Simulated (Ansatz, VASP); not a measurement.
**One calculation of HfN, two programs**

```
Hf N
1.0
     0.00000    2.20253    2.14605
     2.20253    0.00000    2.14605
     2.20253    2.20253    0.00000
Hf N
1 1
Cartesian
  0.0000 0.0000 0.0000
  2.2025 2.2025 2.1460
```

Change from the starting cell: strain -0.025 along x and y, -0.050 along z, atoms carried along.

Alike in both runs: task single point; functional PBEsol; k mesh 18 × 18 × 18; occupations gaussian, width 0.15 eV; no spin polarisation.

```csv
,VASP,Ansatz
version,VASP 6.6.1,Ansatz 0.2.0
potentials or method,"VASP PAW PBE potentials, release 64 (Hf_pv, N), cutoff 520 eV","scalar-relativistic, plane waves, PAW"
valence electrons in the cell,15,31
```

|  | VASP | Ansatz | Ansatz less VASP |
| --- | --- | --- | --- |
| gap on the k mesh at the Fermi level (eV) | none | none | - |
| pressure (GPa) | 29.8 | 31.9 | +2.17 |
| traceless stress, the component that is largest in VASP (GPa) | 13.74 | 13.68 | -0.058 |

VASP's potentials were made for PBE, not for PBEsol. A gap of «none» marks a metal or a gap that the smearing closes. Both programs put the cell under a high pressure, so it lies far from rest at this level. VASP's potentials hold 15 valence electrons a cell and Ansatz's 31, so a difference there can come from the potentials and not from the codes.

Spin-orbit coupling is off throughout.
